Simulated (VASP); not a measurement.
Crystal: TiRh.

```
Ti Rh
1.0
     2.23865    0.00000    0.00000
     0.00000    2.23865    0.00000
     0.00000    0.00000    2.98403
Ti Rh
1 1
Direct
  0.50000 0.50000 0.50000
  0.00000 0.00000 0.00000
```

Base run:

```yaml
Program: VASP 6.6.1
Functional: LDA
Potentials_or_basis: VASP PAW LDA potentials, release 64 (Ti_sv, Rh_sv_GW)
Cutoff: 530 eV
k_mesh: 12 × 12 × 11
Occupations: fermi-dirac, width 0.05 eV
Spin: no spin polarisation
```

Its results: pressure 504.9 GPa.

Question: The run is repeated on the same cell with these changes: potentials or basis from VASP PAW LDA potentials, release 64 (Ti_sv, Rh_sv_GW) to VASP PAW LDA potentials, release 64 (Ti_sv, Rh_pv); cutoff from 530 eV to 520 eV; further incar settings from ALGO = Normal; EDIFF = 1e-06; NBANDS = 22 to ALGO = Normal; EDIFF = 1e-07; NBANDS = 20; valence electrons from 29 to 27. What comes out?

Answer: Pressure 511.1 GPa.
